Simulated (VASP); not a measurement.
A run of VASP 6.6.1 is set up as follows.

Contents of INCAR:

```
ALGO = Normal ; EDIFF = 1E-6
ENCUT = 520 ; GGA = PE
ISIF = 2 ; ISMEAR = 0
LASPH = T ; LCHARG = T
LELF = T ; LREAL = F
LVHAR = T ; LWAVE = F
NBANDS = 16 ; NELM = 100
PREC = Accurate ; SIGMA = 0.1
```

Contents of KPOINTS:

```
k-points
0
Gamma
  6 6 4
```

File POSCAR:

```
ReSbP
1.0
    4.1157062900      0.0000000000      0.0000000000
   -2.0578531400      3.5643062000      0.0000000000
    0.0000000000      0.0000000000      4.5342428700
Re Sb P
1 1 1
Direct
    0.0000000000      0.0000000000      0.5000000000
    0.6666666700      0.3333333300      0.0000000000
    0.3333333300      0.6666666700      0.5000000000
```

Potentials or basis: VASP PAW PBE potentials, release 64 (Re, Sb, P).

Command:

```bash
$ cat potpaw_PBE.64/Re/POTCAR potpaw_PBE.64/Sb/POTCAR potpaw_PBE.64/P/POTCAR > POTCAR
$ mpirun -np 1 vasp_std > vasp.out
```

Task: Estimate the pressure.

Result: -10.5 GPa.

Stress tensor (GPa, compression positive):
```
-12.72   0.00   0.00
  0.00 -12.72   0.00
  0.00   0.00  -5.92
```
